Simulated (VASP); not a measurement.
# O (C2/m) in VASP: further runs

Runs on O. Level: PBEsol. Tasks: single point.

All numbers are computed with VASP 6.6.1; they aren't measurements. Logs are shortened: lines on timing, memory, paths and dates and some standing lists are left out, and cuts for length are marked.

## (1) The cell of the first run

It takes space group C2/m (No. 12, monoclinic). Conventional cell: a = 4.931 Å, b = 2.847 Å, c = 3.784 Å, α = 90.00°, β = 115.74°, γ = 90.00°. O (site symmetry m) has 1 O at 1.13 Å within 1.5 Å.

## (2) Single point, PBEsol

INCAR

```
PREC = Accurate
ENCUT = 1340
EDIFF = 1E-6
ISMEAR = -1
SIGMA = 0.1
LREAL = False
LASPH = True
NELM = 120
ALGO = Normal
ISIF = 2
LWAVE = False
LCHARG = False
GGA = PS
NBANDS = 13
GGA_COMPAT = False
```

KPOINTS

```
Automatic mesh
0
Gamma
  5 5 5
```

POSCAR

```
O
1.0
    1.4233500000      0.8217720000      3.4083000000
   -1.4233500000      0.8217720000      3.4083000000
    0.0000000000     -1.6435430000      3.4083000000
O
2
Direct
    0.0577000000      0.0577000000      0.0577000000
    0.9423000000      0.9573000000      0.9423000000
```

Potentials or basis: VASP PAW PBE potentials, release 64 (O_h).

Launch:

```console
$ cat potpaw_PBE.64/O_h/POTCAR > POTCAR
$ mpirun -np 1 vasp_std > vasp.out
```

OUTCAR:

```text
PREC = Accurate
   ENCUT = 1340
   EDIFF = 1E-6
   ISMEAR = -1
   LREAL = False
   LASPH = True
   NELM = 120
   ISIF = 2
   GGA = PS

 ion  position               nearest neighbor table
   1  0.058  0.058  0.058-   2 1.13
   2  0.942  0.957  0.942-   1 1.13

  LATTYP: Found a trigonal (rhomboedric) cell.
 ALAT       =     3.7838794025
 COS(alpha) =     0.7170048616

  Lattice vectors:

 A1 = (   1.4233500000,   0.8217720000,   3.4083000000)
 A2 = (  -1.4233500000,   0.8217720000,   3.4083000000)
 A3 = (   0.0000000000,  -1.6435430000,   3.4083000000)

Analysis of symmetry for initial positions (statically):
=====================================================================
 Subroutine PRICEL returns:
 Original cell was already a primitive cell.

 Routine SETGRP: Setting up the symmetry group for a
 trigonal (rhombohedral) supercell.

 Subroutine GETGRP returns: Found  4 space group operations
 (whereof  2 operations were pure point group operations)
 out of a pool of 12 trial point group operations.

The static configuration has the point symmetry C_1h.
 The point group associated with its full space group is C_2h.

Analysis of symmetry for dynamics (positions and initial velocities):
=====================================================================
 Subroutine PRICEL returns:
 Original cell was already a primitive cell.

 Routine SETGRP: Setting up the symmetry group for a
 trigonal (rhombohedral) supercell.

 Subroutine GETGRP returns: Found  4 space group operations
 (whereof  2 operations were pure point group operations)
 out of a pool of 12 trial point group operations.

The dynamic configuration has the point symmetry C_1h.
 The point group associated with its full space group is C_2h.

 Subroutine INISYM returns: Found  4 space group operations
 (whereof  2 operations are pure point group operations),
 and found     1 'primitive' translations

----------------------------------------------------------------------------------------

                                     Primitive cell

  volume of cell :      23.9195

  direct lattice vectors                    reciprocal lattice vectors
     1.423350000  0.821772000  3.408300000     0.351283943  0.202813839  0.097800448
    -1.423350000  0.821772000  3.408300000    -0.351283943  0.202813839  0.097800448
     0.000000000 -1.643543000  3.408300000     0.000000000 -0.405627678  0.097800507

  length of vectors
     3.783879402  3.783879402  3.783879290     0.417251470  0.417251470  0.417251426

  position of ions in fractional coordinates (direct lattice)
     0.057700000  0.057700000  0.057700000
     0.942300000  0.957300000  0.942300000

  ion indices of the primitive-cell ions
   primitive index   ion index
                 1           1
                 2           2

----------------------------------------------------------------------------------------

 KPOINTS: Automatic mesh

Automatic generation of k-mesh.
 Grid dimensions read from file:
 generate k-points for:    5    5    5

 Generating k-lattice:

  Cartesian coordinates                     Fractional coordinates (reciprocal lattice)
     0.070256789  0.040562768  0.019560090     0.200000000  0.000000000  0.000000000
    -0.070256789  0.040562768  0.019560090     0.000000000  0.200000000  0.000000000
     0.000000000 -0.081125536  0.019560101     0.000000000  0.000000000  0.200000000

  Length of vectors
     0.083450294  0.083450294  0.083450285

  Shift w.r.t. Gamma in fractional coordinates (k-lattice)
     0.000000000  0.000000000  0.000000000

 Subroutine IBZKPT returns following result:
 ===========================================

 Found     39 irreducible k-points:

 Following reciprocal coordinates:
            Coordinates               Weight
  0.000000  0.000000  0.000000      1.000000
  0.200000  0.000000 -0.000000      4.000000
  0.000000  0.200000 -0.000000      2.000000
  0.400000  0.000000  0.000000      4.000000
  0.000000  0.400000  0.000000      2.000000
  0.200000  0.200000 -0.000000      4.000000
[... 16 lines left out ...]
 -0.400000  0.200000  0.200000      4.000000
  0.200000 -0.400000  0.200000      2.000000
 [... further k-points ...]
   k-points           NKPTS =     39   k-points in BZ     NKDIM =     39   number of bands    NBANDS=     13
   number of dos      NEDOS =    301   number of ions     NIONS =      2
   total plane-waves  NPLWV = 110592
   dimension x,y,z NGX =    48 NGY =   48 NGZ =   48
   dimension x,y,z NGXF=    96 NGYF=   96 NGZF=   96
   ions per type =               2
   NGX,Y,Z   is equivalent  to a cutoff of  21.09, 21.09, 21.09 a.u.
   NGXF,Y,Z  is equivalent  to a cutoff of  42.18, 42.18, 42.18 a.u.
 SYSTEM =  unknown system
   PREC   = accura    normal or accurate (medium, high low for compatibility)
   ISTART =      0    job   : 0-new  1-cont  2-samecut
   ICHARG =      2    charge: 1-file 2-atom 10-const
   ISPIN  =      1    spin polarized calculation?
   LNONCOLLINEAR =      F non collinear calculations
   LSORBIT =      F    spin-orbit coupling
   LASPH  =      T    aspherical Exc in radial PAW
   ENCUT  = 1340.0 eV  98.49 Ry    9.92 a.u.  11.29 11.29 11.29*2*pi/ulx,y,z
   NELM   =    120;   NELMIN=  2; NELMDL= -5     # of ELM steps
   EDIFF  = 0.1E-05   stopping-criterion for ELM
   LREAL  =      F    real-space projection
   EDIFFG = 0.1E-04   stopping-criterion for IOM
   NSW    =      0    number of steps for IOM
   IBRION =     -1    ionic relax: 0-MD 1-quasi-New 2-CG
   NFREE  =      0    steps in history (QN), initial steepest desc. (CG)
   ISIF   =      2    stress and relaxation
   ISYM   =      2    0-nonsym 1-usesym 2-fastsym
   POTIM  = 0.5000    time-step for ionic-motion
   TEBEG  =    0.0;   TEEND  =   0.0 temperature during run
   PSTRESS=    0.0 pullay stress
   NELECT =      12.0000    total number of electrons
   NUPDOWN=      -1.0000    fix difference up-down
   EMIN   =  10.00;   EMAX   =-10.00  energy-range for DOS
   EFERMI =   0.00;   METHOD = LEGACY
   ISMEAR =    -1;   SIGMA  =   0.10  broadening in eV -4-tet -1-fermi 0-gaus
   EFERMI_NEDOS =   21; number of points for ismear=-14 and -15
   IALGO  =     38    algorithm
   IMIX   =      4    mixing-type and parameters
     AMIX     =   0.40;   BMIX     =  1.00
     AMIX_MAG =   1.60;   BMIX_MAG =  1.00
  volume/ion in A,a.u.               =      11.96        80.71
  Fermi-wavevector in a.u.,A,eV,Ry     =   1.300822  2.458197 23.022940  1.692138
  Thomas-Fermi vector in A             =   2.431996
   LORBIT       =      0    0 simple, 1 ext, 2 COOP (PROOUT), +10 PAW based schemes
   GGA     = PS    functional components
   LHFCALC =     F    Hartree Fock is set to
   AEXX    =    0.0000 exact exchange contribution
   IVDW    =     0    specifies the selected vdW correction
   LEPSILON=     F    determine dielectric tensor
   LRPA    =     F    only Hartree local field effects (RPA)
 non-spin polarized calculation
  energy-cutoff  :     1340.00
  volume of cell :       23.92
 maximum number of plane-waves:      2708
 NGX is ok and might be reduce to    48
   NGX = 23   NGY = 23   NGZ = 23

 number of electron      12.0000000 magnetization

 Free energy of the ion-electron system (eV)
  ---------------------------------------------------
  ext. energy  EPLUGINS =         0.00000000
  ---------------------------------------------------
  free energy    TOTEN  =        -9.82546073 eV

  energy without entropy =       -9.75157235  energy(sigma->0) =       -9.78851654

 E-fermi :   1.4954     XC(G=0):  -9.3811

 val. band max:        1.4479469157   @ k =   0.4000   0.4000   0.2000
 cond. band min:       1.5107647124   @ k =   0.2000  -0.2000  -0.4000
 fundamental gap:      0.0628177967
 Fermi energy:         1.4953979741

 k-point     1 :       0.0000    0.0000    0.0000
  band No.  band energies     occupation
      1     -28.2195      2.00000
      2     -12.4207      2.00000
      3      -8.3406      2.00000
      4      -6.2077      2.00000
      5      -6.2029      2.00000
      6       2.0844      0.00552
      7       2.0959      0.00492
      8       9.0827      0.00000
      9      14.7644      0.00000
     10      15.3198      0.00000
     11      20.1450      0.00000
     12      21.9615      0.00000
     13      22.0576      0.00000

 k-point     2 :       0.2000    0.0000   -0.0000
  band No.  band energies     occupation
      1     -28.1121      2.00000
      2     -12.3719      2.00000
      3      -8.2130      2.00000
      4      -6.6583      2.00000
      5      -6.3401      2.00000
      6       1.5601      0.68754
      7       1.9167      0.02917
      8      10.1357      0.00000
      9      14.6637      0.00000
     10      15.7434      0.00000
     11      18.1887      0.00000
     12      21.3270      0.00000
     13      22.5566      0.00000

 k-point     3 :       0.0000    0.2000   -0.0000
  band No.  band energies     occupation
      1     -28.1122      2.00000
      2     -12.3609      2.00000
      3      -8.2309      2.00000
      4      -6.6684      2.00000
      5      -6.3374      2.00000
      6       1.5885      0.56532
      7       1.9111      0.03084
      8      10.1403      0.00000
      9      14.7644      0.00000
     10      15.6562      0.00000
     11      18.1171      0.00000
     12      21.2990      0.00000
     13      22.5980      0.00000
[... 305 lines left out ...]
 k-point    23 :      -0.4000    0.2000    0.2000
  band No.  band energies     occupation
      1     -27.9200      2.00000
      2     -12.5528      2.00000
      3      -8.1889      2.00000
      4      -6.6885      2.00000
      5      -6.5925      2.00000
      6       0.6876      1.99938
      7       1.7693      0.12145
      8      11.9844      0.00000
      9      13.5379      0.00000
     10      14.7366      0.00000
     11      16.8510      0.00000
     12      21.2745      0.00000
     13      23.4365      0.00000

 k-point    24 :       0.2000   -0.4000    0.2000
  band No.  band energies     occupation
      1     -27.9202      2.00000
      2     -12.5368      2.00000
      3      -8.2045      2.00000
      4      -6.7161      2.00000
      5      -6.5922      2.00000
      6       0.7214      1.99913
      7       1.7724      0.11789
      8      12.0611      0.00000
      9      13.5533      0.00000
     10      14.6788      0.00000
     11      16.8192      0.00000
     12      21.2317      0.00000
     13      23.4432      0.00000

 [... further k-points ...]

------------------------ aborting loop because EDIFF is reached ----------------------------------------

  FORCE on cell =-STRESS in cart. coord.  units (eV):
  Direction    XX          YY          ZZ          XY          YZ          ZX
  --------------------------------------------------------------------------------------
  -------------------------------------------------------------------------------------
  Total       -1.2044413     -1.2060427      9.4403439     -0.0013864     -0.0521054      0.0902508
  in kB      -80.6759890    -80.7832534    632.3338979     -0.0928652     -3.4901275      6.0451875
  external PRESSURE =     156.9582185 kB  Pullay stress =       0.0000000 kB

 VOLUME and BASIS-vectors are now :
 -----------------------------------------------------------------------------
  energy-cutoff  :     1340.00
  volume of cell :       23.92
      direct lattice vectors                 reciprocal lattice vectors
     1.423350000  0.821772000  3.408300000     0.351283943  0.202813839  0.097800448
    -1.423350000  0.821772000  3.408300000    -0.351283943  0.202813839  0.097800448
     0.000000000 -1.643543000  3.408300000     0.000000000 -0.405627678  0.097800507

 POSITION                                       TOTAL-FORCE (eV/Angst)
 -----------------------------------------------------------------------------------
      0.00000      0.00000      0.58998         0.070828     -0.040892      7.936949
     -0.02135      0.01233      9.68605        -0.070828      0.040892     -7.936949
 -----------------------------------------------------------------------------------
    total drift:                               -0.000003      0.000002      0.000001

  FREE ENERGIE OF THE ION-ELECTRON SYSTEM (eV)
  ---------------------------------------------------
  free  energy   TOTEN  =        -9.8254607293 eV

  energy  without entropy=       -9.7515723483  energy(sigma->0) =       -9.78851654
```

Wall time 50 s (1 thread of Intel Xeon Platinum 8259CL at 2.50GHz (Skylake/Cascade Lake), shared host); peak memory 0.3 GiB.

Results:

```yaml
Free_energy: -9.8255 eV
Pressure: 15.7 GPa
Largest_force: 7.937 eV/Å
Band_gap_on_the_k_mesh: zero (bands 6 and 7 overlap by 1.08 eV)
```

Forces on the atoms (eV/Å):
```
O    0.071 -0.041  7.937
O   -0.071  0.041 -7.937
```

Stress tensor (GPa, compression positive):
```
-8.07 -0.01  0.60
-0.01 -8.08 -0.35
 0.60 -0.35 63.23
```

Caveat: the k points lie up to 0.52 Å⁻¹ apart, too coarse for converged energies and pressures of a metal; spin is off for a triplet molecule; this functional lacks dispersion, which holds the molecules together, so the pressure and a relaxed volume are unreliable; the PAW data sets were made with another functional, which shifts forces and pressure a little.

(Continued in part 2 of 2.)

The gap in the log of VASP goes by the Fermi energy; the results here count the filled bands.